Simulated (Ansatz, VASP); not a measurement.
## Two plane-wave programs on BaF2

```
Ba F
1.0
     0.00000    2.94505    2.94505
     2.94505    0.00000    2.94505
     2.94505    2.94505    0.00000
Ba F
1 2
Direct
  0.00000 0.00000 0.00000
  0.25000 0.25000 0.25000
  0.75000 0.75000 0.75000
```

Change from the starting cell: strain -0.050 along x and y, -0.050 along z, atoms carried along.

Alike in both runs: task single point; functional r2SCAN; k mesh 6 × 6 × 6; occupations gaussian, width 0.05 eV; no spin polarisation.

|  | VASP | Ansatz |
| --- | --- | --- |
| version | VASP 6.6.1 | Ansatz 0.2.0 |
| potentials or method | VASP PAW PBE potentials, release 64 (Ba_sv, F), cutoff 660 eV | scalar-relativistic, plane waves, PAW |
| valence electrons in the cell | 24 | 24 |

Ansatz gave:

| Item | Value |
| --- | --- |
| gap on the k mesh at the Fermi level (eV) | 7.99 |
| least direct gap on the mesh (eV) | 8.14 |
| pressure (GPa) | 13.2 |

Task: What did VASP give for the same quantities?

Result: gap on the k mesh at the Fermi level (eV): 7.91; least direct gap on the mesh (eV): 8.07; pressure (GPa): 15.1.

VASP's potentials were made for PBE, not for r2SCAN.

Spin-orbit coupling is off throughout.
